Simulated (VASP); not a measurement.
# KMgF3 in VASP: further runs

The runs below take KMgF3 through single point, with PBE.

Program: VASP 6.6.1. These are calculated values, not measurements. Logs are shortened: lines on timing, memory, paths and dates and some standing lists are left out, and cuts for length are marked.

## Step 1: The cell of the first run

It takes space group Pm-3m (No. 221, cubic). Conventional cell: a = 4.145 Å, b = 4.145 Å, c = 4.145 Å, α = 90.00°, β = 90.00°, γ = 90.00°. K (site symmetry m-3m) has 12 F at 2.93 Å and 8 Mg at 3.59 Å within 3.9 Å. Mg (site symmetry m-3m) has 6 F at 2.07 Å within 2.7 Å. Within 2.7 Å of F (site symmetry 4/mmm) lie 2 Mg at 2.07 Å.

## Step 2: Single point, PBE (strain +0.040 along x and y, +0.040 along z)

The input, INCAR:

```
PREC = Accurate
ENCUT = 520
EDIFF = 1E-6
ISMEAR = 0
SIGMA = 0.05
LREAL = False
LASPH = True
NELM = 100
ALGO = Normal
ISIF = 2
LWAVE = False
LCHARG = True
GGA = PE
LELF = True
LVHAR = True
NBANDS = 24
```

The input, KPOINTS:

```
Automatic mesh
0
Gamma
  6 6 6
```

The input, POSCAR:

```
KMgF3
1.0
    4.1453360000      0.0000000000      0.0000000000
    0.0000000000      4.1453360000      0.0000000000
    0.0000000000      0.0000000000      4.1453360000
K Mg F
1 1 3
Direct
    0.5000000000      0.5000000000      0.5000000000
    0.0000000000      0.0000000000      0.0000000000
    0.5000000000      0.0000000000      0.0000000000
    0.0000000000      0.5000000000      0.0000000000
    0.0000000000      0.0000000000      0.5000000000
```

Potentials or basis: VASP PAW PBE potentials, release 64 (K_sv, Mg, F).

Launch:

```
$ cat potpaw_PBE.64/K_sv/POTCAR potpaw_PBE.64/Mg/POTCAR potpaw_PBE.64/F/POTCAR > POTCAR
$ mpirun -np 1 vasp_std > vasp.out
```

OUTCAR:

```text
PREC = Accurate
   ENCUT = 520
   EDIFF = 1E-6
   ISMEAR = 0
   LREAL = False
   LASPH = True
   NELM = 100
   ISIF = 2
   GGA = PE

 ion  position               nearest neighbor table
   1  0.500  0.500  0.500-   2 3.59   2 3.59   2 3.59   2 3.59   2 3.59   2 3.59   2 3.59   2 3.59

   2  0.000  0.000  0.000-   3 2.07   4 2.07   5 2.07   5 2.07   4 2.07   3 2.07   1 3.59   1 3.59
                             1 3.59   1 3.59   1 3.59   1 3.59   1 3.59   1 3.59
   3  0.500  0.000  0.000-   2 2.07   2 2.07
   4  0.000  0.500  0.000-   2 2.07   2 2.07
   5  0.000  0.000  0.500-   2 2.07   2 2.07

  LATTYP: Found a simple cubic cell.
 ALAT       =     4.1453360000

  Lattice vectors:

 A1 = (   4.1453360000,   0.0000000000,   0.0000000000)
 A2 = (   0.0000000000,   4.1453360000,   0.0000000000)
 A3 = (   0.0000000000,   0.0000000000,   4.1453360000)

Analysis of symmetry for initial positions (statically):
=====================================================================
 Subroutine PRICEL returns:
 Original cell was already a primitive cell.

 Routine SETGRP: Setting up the symmetry group for a
 simple cubic supercell.

 Subroutine GETGRP returns: Found 48 space group operations
 (whereof 48 operations were pure point group operations)
 out of a pool of 48 trial point group operations.

The static configuration has the point symmetry O_h .

Analysis of symmetry for dynamics (positions and initial velocities):
=====================================================================
 Subroutine PRICEL returns:
 Original cell was already a primitive cell.

 Routine SETGRP: Setting up the symmetry group for a
 simple cubic supercell.

 Subroutine GETGRP returns: Found 48 space group operations
 (whereof 48 operations were pure point group operations)
 out of a pool of 48 trial point group operations.

The dynamic configuration has the point symmetry O_h .

 Subroutine INISYM returns: Found 48 space group operations
 (whereof 48 operations are pure point group operations),
 and found     1 'primitive' translations

----------------------------------------------------------------------------------------

                                     Primitive cell

  volume of cell :      71.2327

  direct lattice vectors                    reciprocal lattice vectors
     4.145336000  0.000000000  0.000000000     0.241234969  0.000000000  0.000000000
     0.000000000  4.145336000  0.000000000     0.000000000  0.241234969  0.000000000
     0.000000000  0.000000000  4.145336000     0.000000000  0.000000000  0.241234969

  length of vectors
     4.145336000  4.145336000  4.145336000     0.241234969  0.241234969  0.241234969

  position of ions in fractional coordinates (direct lattice)
     0.500000000  0.500000000  0.500000000
     0.000000000  0.000000000  0.000000000
     0.500000000  0.000000000  0.000000000
     0.000000000  0.500000000  0.000000000
     0.000000000  0.000000000  0.500000000

  ion indices of the primitive-cell ions
   primitive index   ion index
                 1           1
                 2           2
                 3           3
                 4           4
                 5           5

----------------------------------------------------------------------------------------

 KPOINTS: Automatic mesh

Automatic generation of k-mesh.
 Grid dimensions read from file:
 generate k-points for:    6    6    6

 Generating k-lattice:

  Cartesian coordinates                     Fractional coordinates (reciprocal lattice)
     0.040205828  0.000000000  0.000000000     0.166666667  0.000000000  0.000000000
     0.000000000  0.040205828  0.000000000     0.000000000  0.166666667  0.000000000
     0.000000000  0.000000000  0.040205828     0.000000000  0.000000000  0.166666667

  Length of vectors
     0.040205828  0.040205828  0.040205828

  Shift w.r.t. Gamma in fractional coordinates (k-lattice)
     0.000000000  0.000000000  0.000000000

 Subroutine IBZKPT returns following result:
 ===========================================

 Found     20 irreducible k-points:

 Following reciprocal coordinates:
            Coordinates               Weight
  0.000000  0.000000  0.000000      1.000000
  0.166667  0.000000  0.000000      6.000000
  0.333333  0.000000  0.000000      6.000000
  0.500000  0.000000  0.000000      3.000000
  0.166667  0.166667  0.000000     12.000000
  0.333333  0.166667  0.000000     24.000000
[... 12 lines left out ...]
  0.500000  0.500000  0.333333      6.000000
  0.500000  0.500000  0.500000      1.000000
   k-points           NKPTS =     20   k-points in BZ     NKDIM =     20   number of bands    NBANDS=     24
   number of dos      NEDOS =    301   number of ions     NIONS =      5
   total plane-waves  NPLWV =  32768
   dimension x,y,z NGX =    32 NGY =   32 NGZ =   32
   dimension x,y,z NGXF=    64 NGYF=   64 NGZF=   64
   ions per type =               1   1   3
   NGX,Y,Z   is equivalent  to a cutoff of  12.83, 12.83, 12.83 a.u.
   NGXF,Y,Z  is equivalent  to a cutoff of  25.67, 25.67, 25.67 a.u.
 SYSTEM =  unknown system
   PREC   = accura    normal or accurate (medium, high low for compatibility)
   ISTART =      0    job   : 0-new  1-cont  2-samecut
   ICHARG =      2    charge: 1-file 2-atom 10-const
   ISPIN  =      1    spin polarized calculation?
   LNONCOLLINEAR =      F non collinear calculations
   LSORBIT =      F    spin-orbit coupling
   LASPH  =      T    aspherical Exc in radial PAW
   ENCUT  =  520.0 eV  38.22 Ry    6.18 a.u.   7.71  7.71  7.71*2*pi/ulx,y,z
   NELM   =    100;   NELMIN=  2; NELMDL= -5     # of ELM steps
   EDIFF  = 0.1E-05   stopping-criterion for ELM
   LREAL  =      F    real-space projection
   EDIFFG = 0.1E-04   stopping-criterion for IOM
   NSW    =      0    number of steps for IOM
   IBRION =     -1    ionic relax: 0-MD 1-quasi-New 2-CG
   NFREE  =      0    steps in history (QN), initial steepest desc. (CG)
   ISIF   =      2    stress and relaxation
   ISYM   =      2    0-nonsym 1-usesym 2-fastsym
   POTIM  = 0.5000    time-step for ionic-motion
   TEBEG  =    0.0;   TEEND  =   0.0 temperature during run
   PSTRESS=    0.0 pullay stress
   NELECT =      32.0000    total number of electrons
   NUPDOWN=      -1.0000    fix difference up-down
   EMIN   =  10.00;   EMAX   =-10.00  energy-range for DOS
   EFERMI =   0.00;   METHOD = LEGACY
   ISMEAR =     0;   SIGMA  =   0.05  broadening in eV -4-tet -1-fermi 0-gaus
   EFERMI_NEDOS =   21; number of points for ismear=-14 and -15
   IALGO  =     38    algorithm
   IMIX   =      4    mixing-type and parameters
     AMIX     =   0.40;   BMIX     =  1.00
     AMIX_MAG =   1.60;   BMIX_MAG =  1.00
  volume/ion in A,a.u.               =      14.25        96.14
  Fermi-wavevector in a.u.,A,eV,Ry     =   1.253810  2.369357 21.388898  1.572040
  Thomas-Fermi vector in A             =   2.387645
   LORBIT       =      0    0 simple, 1 ext, 2 COOP (PROOUT), +10 PAW based schemes
   GGA     = PE    functional components
   LHFCALC =     F    Hartree Fock is set to
   AEXX    =    0.0000 exact exchange contribution
   IVDW    =     0    specifies the selected vdW correction
   LEPSILON=     F    determine dielectric tensor
   LRPA    =     F    only Hartree local field effects (RPA)
 non-spin polarized calculation
 Gauss-broadening in eV      SIGMA  =   0.05
  energy-cutoff  :      520.00
  volume of cell :       71.23
 maximum number of plane-waves:      1936
 NGX is ok and might be reduce to    32
   NGX = 15   NGY = 15   NGZ = 15

 number of electron      32.0000012 magnetization

 Free energy of the ion-electron system (eV)
  ---------------------------------------------------
  ext. energy  EPLUGINS =         0.00000000
  ---------------------------------------------------
  free energy    TOTEN  =       -24.38860079 eV

  energy without entropy =      -24.38860079  energy(sigma->0) =      -24.38860079

 E-fermi :  -1.8418     XC(G=0):  -9.1144

 val. band max:       -2.1507624139   @ k =   0.5000   0.5000   0.5000
 cond. band min:       4.3184187997   @ k =   0.0000   0.0000   0.0000
 fundamental gap:      6.4691812136
 Fermi energy:        -1.8418022050

 k-point     1 :       0.0000    0.0000    0.0000
  band No.  band energies     occupation
      1     -28.0632      2.00000
      2     -21.9797      2.00000
      3     -21.4695      2.00000
      4     -21.4695      2.00000
      5     -11.5400      2.00000
      6     -11.5400      2.00000
[... 16 lines left out ...]
     23      10.5420      0.00000
     24      13.3963      0.00000

 k-point     2 :       0.1667    0.0000    0.0000
  band No.  band energies     occupation
      1     -28.0597      2.00000
      2     -21.9529      2.00000
      3     -21.4978      2.00000
      4     -21.4682      2.00000
      5     -11.5423      2.00000
      6     -11.5319      2.00000
[... 16 lines left out ...]
     23      10.5429      0.00000
     24      13.2932      0.00000

 k-point     3 :       0.3333    0.0000    0.0000
  band No.  band energies     occupation
      1     -28.0526      2.00000
      2     -21.8879      2.00000
      3     -21.5671      2.00000
      4     -21.4657      2.00000
      5     -11.5471      2.00000
      6     -11.5158      2.00000
[... 16 lines left out ...]
     23      10.7353      0.00000
     24      13.0367      0.00000

 k-point     4 :       0.5000    0.0000    0.0000
  band No.  band energies     occupation
      1     -28.0491      2.00000
      2     -21.8420      2.00000
      3     -21.6151      2.00000
      4     -21.4647      2.00000
      5     -11.5494      2.00000
      6     -11.5077      2.00000
[... 16 lines left out ...]
     23      11.5281      0.00000
     24      12.2354      0.00000

 k-point     5 :       0.1667    0.1667    0.0000
  band No.  band energies     occupation
      1     -28.0564      2.00000
      2     -21.9265      2.00000
      3     -21.5090      2.00000
      4     -21.4825      2.00000
      5     -11.5540      2.00000
      6     -11.5250      2.00000
[... 16 lines left out ...]
     23      10.6064      0.00000
     24      12.7686      0.00000

 k-point     6 :       0.3333    0.1667    0.0000
  band No.  band energies     occupation
      1     -28.0498      2.00000
      2     -21.8604      2.00000
      3     -21.5696      2.00000
      4     -21.4857      2.00000
      5     -11.5620      2.00000
      6     -11.5264      2.00000
[... 16 lines left out ...]
     23      10.8500      0.00000
     24      12.4300      0.00000
[... 271 lines left out ...]
 k-point    17 :       0.3333    0.3333    0.3333
  band No.  band energies     occupation
      1     -28.0370      2.00000
      2     -21.7177      2.00000
      3     -21.5783      2.00000
      4     -21.5783      2.00000
      5     -11.6124      2.00000
      6     -11.6124      2.00000
[... 16 lines left out ...]
     23      11.5705      0.00000
     24      12.3848      0.00000

 k-point    18 :       0.5000    0.3333    0.3333
  band No.  band energies     occupation
      1     -28.0346      2.00000
      2     -21.6710      2.00000
      3     -21.6166      2.00000
      4     -21.5752      2.00000
      5     -11.6305      2.00000
      6     -11.6219      2.00000
[... 16 lines left out ...]
     23      11.3556      0.00000
     24      11.7320      0.00000

 k-point    19 :       0.5000    0.5000    0.3333
  band No.  band energies     occupation
      1     -28.0325      2.00000
      2     -21.6205      2.00000
      3     -21.6151      2.00000
      4     -21.6151      2.00000
      5     -11.6449      2.00000
      6     -11.6449      2.00000
[... 16 lines left out ...]
     23      11.5545      0.00000
     24      11.5545      0.00000

 k-point    20 :       0.5000    0.5000    0.5000
  band No.  band energies     occupation
      1     -28.0305      2.00000
      2     -21.6119      2.00000
      3     -21.6119      2.00000
      4     -21.6119      2.00000
      5     -11.6599      2.00000
      6     -11.6599      2.00000
[... 16 lines left out ...]
     23      11.4396      0.00000
     24      11.8852      0.00000

------------------------ aborting loop because EDIFF is reached ----------------------------------------

  FORCE on cell =-STRESS in cart. coord.  units (eV):
  Direction    XX          YY          ZZ          XY          YZ          ZX
  --------------------------------------------------------------------------------------
  -------------------------------------------------------------------------------------
  Total       -1.8753212     -1.8753212     -1.8753212      0.0000000      0.0000000      0.0000000
  in kB      -42.1800441    -42.1800441    -42.1800441      0.0000000      0.0000000      0.0000000
  external PRESSURE =     -42.1800441 kB  Pullay stress =       0.0000000 kB

 VOLUME and BASIS-vectors are now :
 -----------------------------------------------------------------------------
  energy-cutoff  :      520.00
  volume of cell :       71.23
      direct lattice vectors                 reciprocal lattice vectors
     4.145336000  0.000000000  0.000000000     0.241234969  0.000000000  0.000000000
     0.000000000  4.145336000  0.000000000     0.000000000  0.241234969  0.000000000
     0.000000000  0.000000000  4.145336000     0.000000000  0.000000000  0.241234969

 POSITION                                       TOTAL-FORCE (eV/Angst)
 -----------------------------------------------------------------------------------
      2.07267      2.07267      2.07267         0.000000      0.000000      0.000000
      0.00000      0.00000      0.00000         0.000000      0.000000      0.000000
      2.07267      0.00000      0.00000         0.000000      0.000000      0.000000
      0.00000      2.07267      0.00000         0.000000      0.000000      0.000000
      0.00000      0.00000      2.07267         0.000000      0.000000      0.000000
 -----------------------------------------------------------------------------------
    total drift:                                0.000000      0.000000     -0.000000

  FREE ENERGIE OF THE ION-ELECTRON SYSTEM (eV)
  ---------------------------------------------------
  free  energy   TOTEN  =       -24.3886007912 eV

  energy  without entropy=      -24.3886007912  energy(sigma->0) =      -24.38860079
```

It took 36 s on 1 thread of Intel Xeon Platinum 8259CL at 2.50GHz (Skylake/Cascade Lake), shared host; peak memory 0.19 GiB.

What came out:

- Free energy: -24.3886 eV
- Pressure: -4.2 GPa
- Band gap on the k mesh: 6.47 eV (least direct gap 6.79 eV)

Levels at points of the mesh, in eV from the valence-band top:
| k point | band 13 | band 14 | band 15 | band 16 | band 17 | band 18 | band 19 | band 20 |
| --- | --- | --- | --- | --- | --- | --- | --- | --- |
| (0.00, 0.00, 0.00) | -0.52 | -0.32 | -0.32 | -0.32 | 6.47 | 9.90 | 9.90 | 11.92 |
| (0.50, 0.00, 0.00) | -0.73 | -0.71 | -0.46 | -0.46 | 9.30 | 9.39 | 10.80 | 12.25 |
| (0.50, 0.50, 0.00) | -0.85 | -0.79 | -0.79 | -0.02 | 10.18 | 11.09 | 11.57 | 11.57 |
| (0.50, 0.50, 0.50) | -1.02 | 0.00 | 0.00 | 0.00 | 9.97 | 9.97 | 9.97 | 13.02 |

Caveat: the cell differs from its parent crystal (strain +0.040 along x and y, +0.040 along z); the cell stands under tension. A k mesh can miss the band edges.

## Step 3: Single point, PBE (strain +0.080 along x and y, +0.080 along z)

The input, INCAR:

```
  ALGO = Normal
  EDIFF = 1E-6
  ENCUT = 520
  GGA = PE
  ISIF = 2
  ISMEAR = 0
  LASPH = T
  LCHARG = T
  LELF = T
  LREAL = F
  LVHAR = T
  LWAVE = F
  NBANDS = 24
  NELM = 100
  PREC = Accurate
  SIGMA = 0.05
```

The input, KPOINTS:

```
k-points
0
Gamma
  6 6 6
```

Edit POSCAR of step 2 so:

```diff
@@ -2,5 +2,5 @@
 1.0
-    4.1453360000      0.0000000000      0.0000000000
-    0.0000000000      4.1453360000      0.0000000000
-    0.0000000000      0.0000000000      4.1453360000
+    4.3047720000      0.0000000000      0.0000000000
+    0.0000000000      4.3047720000      0.0000000000
+    0.0000000000      0.0000000000      4.3047720000
 K Mg F
```

Potentials or basis: VASP PAW PBE potentials, release 64 (K_sv, Mg, F).

Launch:

```
$ cat potpaw_PBE.64/K_sv/POTCAR potpaw_PBE.64/Mg/POTCAR potpaw_PBE.64/F/POTCAR > POTCAR
$ mpirun -np 1 vasp_std > vasp.out
```

OUTCAR:

```text
EDIFF = 1E-6
   ENCUT = 520
   GGA = PE
   ISIF = 2
   ISMEAR = 0
   LASPH = T
   LREAL = F
   NELM = 100
   PREC = Accurate

 ion  position               nearest neighbor table
   1  0.500  0.500  0.500-   2 3.73   2 3.73   2 3.73   2 3.73   2 3.73   2 3.73   2 3.73   2 3.73

   2  0.000  0.000  0.000-   3 2.15   4 2.15   5 2.15   5 2.15   4 2.15   3 2.15   1 3.73   1 3.73
                             1 3.73   1 3.73   1 3.73   1 3.73   1 3.73   1 3.73
   3  0.500  0.000  0.000-   2 2.15   2 2.15
[... 738 lines left out ...]
  --------------------------------------------------------------------------------------
  -------------------------------------------------------------------------------------
  Total       -4.1724764     -4.1724764     -4.1724764     -0.0000000      0.0000000     -0.0000000
  in kB      -83.8019283    -83.8019283    -83.8019283     -0.0000000      0.0000000     -0.0000000
  external PRESSURE =     -83.8019283 kB  Pullay stress =       0.0000000 kB

 VOLUME and BASIS-vectors are now :
 -----------------------------------------------------------------------------
  energy-cutoff  :      520.00
  volume of cell :       79.77
      direct lattice vectors                 reciprocal lattice vectors
     4.304772000  0.000000000  0.000000000     0.232300340  0.000000000  0.000000000
     0.000000000  4.304772000  0.000000000     0.000000000  0.232300340  0.000000000
     0.000000000  0.000000000  4.304772000     0.000000000  0.000000000  0.232300340

 POSITION                                       TOTAL-FORCE (eV/Angst)
 -----------------------------------------------------------------------------------
      2.15239      2.15239      2.15239         0.000000      0.000000      0.000000
      0.00000      0.00000      0.00000         0.000000      0.000000      0.000000
      2.15239      0.00000      0.00000         0.000000      0.000000      0.000000
      0.00000      2.15239      0.00000         0.000000      0.000000      0.000000
      0.00000      0.00000      2.15239         0.000000      0.000000      0.000000
 -----------------------------------------------------------------------------------
    total drift:                                0.000000      0.000000     -0.000000

  FREE ENERGIE OF THE ION-ELECTRON SYSTEM (eV)
  ---------------------------------------------------
  free  energy   TOTEN  =       -24.0545046148 eV

  energy  without entropy=      -24.0545046148  energy(sigma->0) =      -24.05450461
```

Wall time 29 s (1 thread of Intel Xeon Platinum 8259CL at 2.50GHz (Skylake/Cascade Lake), shared host); peak memory 0.19 GiB.

What came out:

- Free energy: -24.0545 eV
- Pressure: -8.4 GPa
- Band gap on the k mesh: 5.76 eV (least direct gap 6.06 eV)

Caveat: the cell differs from its parent crystal (strain +0.080 along x and y, +0.080 along z); the cell stands under tension.

[end of part 1 of 2]
